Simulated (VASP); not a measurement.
# MgS (P-6m2) in VASP: notebook

Runs on MgS. Level: PBE. Tasks: single point.

All numbers are computed with VASP 6.6.1; they aren't measurements. Logs are shortened: lines on timing, memory, paths and dates and some standing lists are left out, and cuts for length are marked.

### Step 1. The cell of the first run

It takes space group P-6m2 (No. 187, hexagonal). Conventional cell: a = 3.612 Å, b = 3.612 Å, c = 3.315 Å, α = 90.00°, β = 90.00°, γ = 120.00°. Within 3.7 Å of Mg (site symmetry -6m2) lie 6 S at 2.66 Å and 8 Mg at 3.32 to 3.61 Å. Within 3.7 Å of S (site symmetry -6m2) lie 6 Mg at 2.66 Å and 8 S at 3.32 to 3.61 Å.

The cell was generated, and may not be a known phase.

### Step 2. Single point, PBE

Input file INCAR:

```
SYSTEM = MgS
  PREC = Accurate
  ENCUT = 520
  EDIFF = 1E-7
  ISMEAR = 0
  SIGMA = 0.1
  LREAL = .FALSE.
  LASPH = .TRUE.
  NELM = 100
  ALGO = Normal
  ISIF = 2
  LWAVE = .FALSE.
  LCHARG = .FALSE.
  GGA = PE
  NBANDS = 11
```

Input file KPOINTS:

```
Automatic mesh
0
G
  6 6 4
  0 0 0
```

Input file POSCAR:

```
MgS
1.0
    3.6115249240      0.0000000031      0.0000000000
   -1.8057624647      3.1276723290      0.0000000000
    0.0000000000      0.0000000000      3.3153620375
Mg S
1 1
Direct
    0.3333333333      0.6666666667      0.5000000000
    0.0000000000      0.0000000000      0.0000000000
```

Potentials or basis: VASP PAW PBE potentials, release 64 (Mg, S).

Started as:

```
$ cat potpaw_PBE.64/Mg/POTCAR potpaw_PBE.64/S/POTCAR > POTCAR
$ mpirun -np 1 vasp_std > vasp.out
```

OUTCAR:

```text
SYSTEM = MgS
   PREC = Accurate
   ENCUT = 520
   EDIFF = 1E-7
   ISMEAR = 0
   LREAL = .FALSE.
   LASPH = .TRUE.
   NELM = 100
   ISIF = 2
   GGA = PE

 ion  position               nearest neighbor table
   1  0.333  0.667  0.500-   2 2.66   2 2.66   2 2.66   2 2.66   2 2.66   2 2.66
   2  0.000  0.000  0.000-   1 2.66   1 2.66   1 2.66   1 2.66   1 2.66   1 2.66

  LATTYP: Found a hexagonal cell.
 ALAT       =     3.6115249240
 C/A-ratio  =     0.9179950595

  Lattice vectors:

 A1 = (   3.6115249240,   0.0000000031,   0.0000000000)
 A2 = (  -1.8057624647,   3.1276723290,   0.0000000000)
 A3 = (   0.0000000000,   0.0000000000,   3.3153620375)

Analysis of symmetry for initial positions (statically):
=====================================================================
 Subroutine PRICEL returns:
 Original cell was already a primitive cell.

 Routine SETGRP: Setting up the symmetry group for a
 hexagonal supercell.

 Subroutine GETGRP returns: Found 12 space group operations
 (whereof 12 operations were pure point group operations)
 out of a pool of 24 trial point group operations.

The static configuration has the point symmetry D_3h.

Analysis of symmetry for dynamics (positions and initial velocities):
=====================================================================
 Subroutine PRICEL returns:
 Original cell was already a primitive cell.

 Routine SETGRP: Setting up the symmetry group for a
 hexagonal supercell.

 Subroutine GETGRP returns: Found 12 space group operations
 (whereof 12 operations were pure point group operations)
 out of a pool of 24 trial point group operations.

The dynamic configuration has the point symmetry D_3h.

 Subroutine INISYM returns: Found 12 space group operations
 (whereof 12 operations are pure point group operations),
 and found     1 'primitive' translations

----------------------------------------------------------------------------------------

                                     Primitive cell

  volume of cell :      37.4492

  direct lattice vectors                    reciprocal lattice vectors
     3.611524924  0.000000003  0.000000000     0.276891347  0.159863294  0.000000000
    -1.805762465  3.127672329  0.000000000    -0.000000000  0.319726587  0.000000000
     0.000000000  0.000000000  3.315362037     0.000000000  0.000000000  0.301626184

  length of vectors
     3.611524924  3.611524924  3.315362037     0.319726587  0.319726587  0.301626184

  position of ions in fractional coordinates (direct lattice)
     0.333333333  0.666666667  0.500000000
     0.000000000  0.000000000  0.000000000

  ion indices of the primitive-cell ions
   primitive index   ion index
                 1           1
                 2           2

----------------------------------------------------------------------------------------

 KPOINTS: Automatic mesh

Automatic generation of k-mesh.
 Grid dimensions read from file:
 generate k-points for:    6    6    4

 Generating k-lattice:

  Cartesian coordinates                     Fractional coordinates (reciprocal lattice)
     0.046148558  0.026643882  0.000000000     0.166666667 -0.000000000  0.000000000
    -0.000000000  0.053287765  0.000000000     0.000000000  0.166666667  0.000000000
     0.000000000  0.000000000  0.075406546     0.000000000  0.000000000  0.250000000

  Length of vectors
     0.053287765  0.053287765  0.075406546

  Shift w.r.t. Gamma in fractional coordinates (k-lattice)
     0.000000000  0.000000000  0.000000000

 Subroutine IBZKPT returns following result:
 ===========================================

 Found     21 irreducible k-points:

 Following reciprocal coordinates:
            Coordinates               Weight
  0.000000  0.000000  0.000000      1.000000
  0.166667  0.000000  0.000000      6.000000
  0.333333  0.000000  0.000000      6.000000
  0.500000  0.000000  0.000000      3.000000
  0.166667  0.166667  0.000000      6.000000
  0.333333  0.166667  0.000000     12.000000
[... 13 lines left out ...]
  0.333333  0.166667  0.500000     12.000000
  0.333333  0.333333  0.500000      2.000000
   k-points           NKPTS =     21   k-points in BZ     NKDIM =     21   number of bands    NBANDS=     11
   number of dos      NEDOS =    301   number of ions     NIONS =      2
   total plane-waves  NPLWV =  21952
   dimension x,y,z NGX =    28 NGY =   28 NGZ =   28
   dimension x,y,z NGXF=    56 NGYF=   56 NGZF=   56
   ions per type =               1   1
   NGX,Y,Z   is equivalent  to a cutoff of  12.89, 12.89, 14.04 a.u.
   NGXF,Y,Z  is equivalent  to a cutoff of  25.78, 25.78, 28.08 a.u.
 SYSTEM =  MgS
   PREC   = accura    normal or accurate (medium, high low for compatibility)
   ISTART =      0    job   : 0-new  1-cont  2-samecut
   ICHARG =      2    charge: 1-file 2-atom 10-const
   ISPIN  =      1    spin polarized calculation?
   LNONCOLLINEAR =      F non collinear calculations
   LSORBIT =      F    spin-orbit coupling
   LASPH  =      T    aspherical Exc in radial PAW
   ENCUT  =  520.0 eV  38.22 Ry    6.18 a.u.   6.72  6.72  6.16*2*pi/ulx,y,z
   NELM   =    100;   NELMIN=  2; NELMDL= -5     # of ELM steps
   EDIFF  = 0.1E-06   stopping-criterion for ELM
   LREAL  =      F    real-space projection
   EDIFFG = 0.1E-05   stopping-criterion for IOM
   NSW    =      0    number of steps for IOM
   IBRION =     -1    ionic relax: 0-MD 1-quasi-New 2-CG
   NFREE  =      0    steps in history (QN), initial steepest desc. (CG)
   ISIF   =      2    stress and relaxation
   ISYM   =      2    0-nonsym 1-usesym 2-fastsym
   POTIM  = 0.5000    time-step for ionic-motion
   TEBEG  =    0.0;   TEEND  =   0.0 temperature during run
   PSTRESS=    0.0 pullay stress
   NELECT =       8.0000    total number of electrons
   NUPDOWN=      -1.0000    fix difference up-down
   EMIN   =  10.00;   EMAX   =-10.00  energy-range for DOS
   EFERMI =   0.00;   METHOD = LEGACY
   ISMEAR =     0;   SIGMA  =   0.10  broadening in eV -4-tet -1-fermi 0-gaus
   EFERMI_NEDOS =   21; number of points for ismear=-14 and -15
   IALGO  =     38    algorithm
   IMIX   =      4    mixing-type and parameters
     AMIX     =   0.40;   BMIX     =  1.00
     AMIX_MAG =   1.60;   BMIX_MAG =  1.00
  volume/ion in A,a.u.               =      18.72       126.36
  Fermi-wavevector in a.u.,A,eV,Ry     =   0.978642  1.849365 13.030848  0.957740
  Thomas-Fermi vector in A             =   2.109433
   LORBIT       =      0    0 simple, 1 ext, 2 COOP (PROOUT), +10 PAW based schemes
   GGA     = PE    functional components
   LHFCALC =     F    Hartree Fock is set to
   AEXX    =    0.0000 exact exchange contribution
   IVDW    =     0    specifies the selected vdW correction
   LEPSILON=     F    determine dielectric tensor
   LRPA    =     F    only Hartree local field effects (RPA)
 non-spin polarized calculation
 Gauss-broadening in eV      SIGMA  =   0.10
  energy-cutoff  :      520.00
  volume of cell :       37.45
 maximum number of plane-waves:      1032
 NGX is ok and might be reduce to    28
   NGX = 13   NGY = 13   NGZ = 13

 number of electron       7.9999999 magnetization

 Free energy of the ion-electron system (eV)
  ---------------------------------------------------
  ext. energy  EPLUGINS =         0.00000000
  ---------------------------------------------------
  free energy    TOTEN  =        -7.96481877 eV

  energy without entropy =       -7.96481877  energy(sigma->0) =       -7.96481877

 E-fermi :   4.4246     XC(G=0):  -9.3987

 val. band max:        3.9567105880   @ k =   0.3333   0.3333   0.0000
 cond. band min:       5.0892471054   @ k =   0.5000   0.0000   0.5000
 fundamental gap:      1.1325365174
 Fermi energy:         4.4246290568

 k-point     1 :       0.0000    0.0000    0.0000
  band No.  band energies     occupation
      1      -9.0762      2.00000
      2       3.1835      2.00000
      3       3.1835      2.00000
      4       3.1892      2.00000
      5       5.9627      0.00000
      6       9.3364      0.00000
      7      11.0231      0.00000
      8      11.0231      0.00000
      9      15.0713      0.00000
     10      17.6922      0.00000
     11      17.8019      0.00000

 k-point     2 :       0.1667    0.0000    0.0000
  band No.  band energies     occupation
      1      -8.8530      2.00000
      2       1.6189      2.00000
      3       2.8966      2.00000
      4       3.3387      2.00000
      5       7.0077      0.00000
      6       9.4126      0.00000
      7      10.8434      0.00000
      8      11.9655      0.00000
      9      15.1583      0.00000
     10      16.7360      0.00000
     11      17.2661      0.00000

 k-point     3 :       0.3333    0.0000    0.0000
  band No.  band energies     occupation
      1      -8.3273      2.00000
      2      -0.3782      2.00000
      3       2.4193      2.00000
      4       3.6728      2.00000
      5       7.2942      0.00000
      6       9.4671      0.00000
      7      12.2950      0.00000
      8      13.1995      0.00000
      9      14.2137      0.00000
     10      16.2608      0.00000
     11      16.4986      0.00000

 k-point     4 :       0.5000    0.0000    0.0000
  band No.  band energies     occupation
      1      -8.0049      2.00000
      2      -1.2384      2.00000
      3       2.2143      2.00000
      4       3.8625      2.00000
      5       7.0127      0.00000
      6      10.4750      0.00000
      7      11.7476      0.00000
      8      12.4428      0.00000
      9      15.8150      0.00000
     10      16.1960      0.00000
     11      17.8821      0.00000

 k-point     5 :       0.1667    0.1667    0.0000
  band No.  band energies     occupation
      1      -8.4731      2.00000
      2       0.2770      2.00000
      3       2.0761      2.00000
      4       3.5835      2.00000
      5       8.0752      0.00000
      6       9.4506      0.00000
      7      11.0959      0.00000
      8      13.6331      0.00000
      9      13.7964      0.00000
     10      16.0333      0.00000
     11      16.8873      0.00000
[... 169 lines left out ...]
 k-point    18 :       0.5000    0.0000    0.5000
  band No.  band energies     occupation
      1      -7.1213      2.00000
      2      -0.2240      2.00000
      3       0.2036      2.00000
      4       3.0171      2.00000
      5       5.0892      0.00000
      6       9.4930      0.00000
      7      10.2513      0.00000
      8      11.7017      0.00000
      9      16.9347      0.00000
     10      19.1260      0.00000
     11      19.8264      0.00000

 k-point    19 :       0.1667    0.1667    0.5000
  band No.  band energies     occupation
      1      -7.4920      2.00000
      2      -0.9428      2.00000
      3       1.5324      2.00000
      4       2.9882      2.00000
      5       7.0050      0.00000
      6       9.5553      0.00000
      7      11.1499      0.00000
      8      12.4190      0.00000
      9      14.3480      0.00000
     10      16.1683      0.00000
     11      16.2932      0.00000

 k-point    20 :       0.3333    0.1667    0.5000
  band No.  band energies     occupation
      1      -7.1277      2.00000
      2      -0.2550      2.00000
      3       0.5553      2.00000
      4       2.3211      2.00000
      5       5.6225      0.00000
      6       8.2596      0.00000
      7      10.9429      0.00000
      8      14.4169      0.00000
      9      14.6789      0.00000
     10      18.4295      0.00000
     11      19.3871      0.00000

 k-point    21 :       0.3333    0.3333    0.5000
  band No.  band energies     occupation
      1      -6.9968      2.00000
      2       0.0078      2.00000
      3       0.7888      2.00000
      4       1.3498      2.00000
      5       6.1695      0.00000
      6       6.4112      0.00000
      7      12.6874      0.00000
      8      14.2666      0.00000
      9      16.7021      0.00000
     10      17.5442      0.00000
     11      18.0727      0.00000

------------------------ aborting loop because EDIFF is reached ----------------------------------------

  FORCE on cell =-STRESS in cart. coord.  units (eV):
  Direction    XX          YY          ZZ          XY          YZ          ZX
  --------------------------------------------------------------------------------------
  -------------------------------------------------------------------------------------
  Total       -0.0693938     -0.0693938     -0.0915027      0.0000000     -0.0000000      0.0000000
  in kB       -2.9688509     -2.9688509     -3.9147288      0.0000000     -0.0000000      0.0000000
  external PRESSURE =      -3.2841435 kB  Pullay stress =       0.0000000 kB

 VOLUME and BASIS-vectors are now :
 -----------------------------------------------------------------------------
  energy-cutoff  :      520.00
  volume of cell :       37.45
      direct lattice vectors                 reciprocal lattice vectors
     3.611524924  0.000000003  0.000000000     0.276891347  0.159863294  0.000000000
    -1.805762465  3.127672329  0.000000000    -0.000000000  0.319726587  0.000000000
     0.000000000  0.000000000  3.315362037     0.000000000  0.000000000  0.301626184

 POSITION                                       TOTAL-FORCE (eV/Angst)
 -----------------------------------------------------------------------------------
     -0.00000      2.08511      1.65768        -0.000000      0.000000      0.000000
      0.00000      0.00000      0.00000         0.000000     -0.000000      0.000000
 -----------------------------------------------------------------------------------
    total drift:                               -0.000000      0.000000      0.000000

  FREE ENERGIE OF THE ION-ELECTRON SYSTEM (eV)
  ---------------------------------------------------
  free  energy   TOTEN  =        -7.9648187671 eV

  energy  without entropy=       -7.9648187671  energy(sigma->0) =       -7.96481877
```

Wall time 7.6 s (1 thread of Intel Xeon Platinum 8488C (Sapphire Rapids), shared host); peak memory 0.15 GiB.

Results:

| Item | Value |
| --- | --- |
| Free energy | -7.9648 eV |
| Pressure | -0.3 GPa |
| Band gap on the k mesh | 1.13 eV (least direct gap 2.07 eV) |

Caveat: the k points lie up to 0.47 Å⁻¹ apart.

### Step 3. Single point, PBE

This run uses another cell than the first one, of 25.04 Å³/atom.

Input file INCAR:

```
SYSTEM = MgS
ALGO = Normal
EDIFF = 1E-6
ENCUT = 520
GGA = PE
ISIF = 2
ISMEAR = 0
LASPH = .True.
LCHARG = .True.
LELF = .True.
LREAL = .False.
LVHAR = .True.
LWAVE = .False.
NBANDS = 11
NELM = 80
PREC = Accurate
SIGMA = 0.1
```

Input file KPOINTS:

```
k-points
0
Gamma
  6 6 4
  0 0 0
```

Input file POSCAR:

```
MgS
1.0
    3.3160519500      0.0000000000      0.0000000000
   -1.6580259800      2.8717852300      0.0000000000
    0.0000000000      0.0000000000      5.2581734000
Mg S
1 1
Direct
    0.3333333300      0.6666666700      0.5000000000
    0.0000000000      0.0000000000      0.0000000000
```

Potentials or basis: VASP PAW PBE potentials, release 64 (Mg, S).

Started as:

```
$ cat potpaw_PBE.64/Mg/POTCAR potpaw_PBE.64/S/POTCAR > POTCAR
$ mpirun -np 1 vasp_std > vasp.out
```

Run time: 12 s. Hardware: 1 thread of Intel Xeon Platinum 8488C (Sapphire Rapids), shared host; peak memory 0.17 GiB.

It converged, with:

* Free energy: -4.9877 eV
* Pressure: -8.6 GPa
* Band gap on the k mesh: zero (bands 4 and 5 overlap by 1.21 eV)

Stress tensor (GPa, compression positive):
```
 -3.70   0.00   0.00
  0.00  -3.70   0.00
  0.00   0.00 -18.28
```

Levels at points of the mesh, in eV from the Fermi level:
| k point | band 1 | band 2 | band 3 | band 4 | band 5 | band 6 | band 7 | band 8 |
| --- | --- | --- | --- | --- | --- | --- | --- | --- |
| (0.00, 0.00, 0.00) | -12.58 | -3.61 | -3.61 | 0.94 | 0.94 | 6.89 | 7.79 | 10.41 |
| (0.50, 0.00, 0.00) | -11.24 | -3.96 | -1.87 | -0.12 | 0.34 | 1.59 | 3.90 | 6.54 |
| (0.00, 0.00, 0.50) | -12.50 | -5.73 | 0.49 | 0.96 | 0.96 | 3.13 | 8.67 | 10.82 |
| (0.50, 0.00, 0.50) | -11.21 | -3.69 | -2.86 | -0.11 | -0.08 | 2.90 | 6.00 | 7.54 |

Caveat: the k points lie up to 0.36 Å⁻¹ apart, too coarse for converged energies and pressures of a metal.

The gap in the log of VASP goes by the Fermi energy; the results here count the filled bands.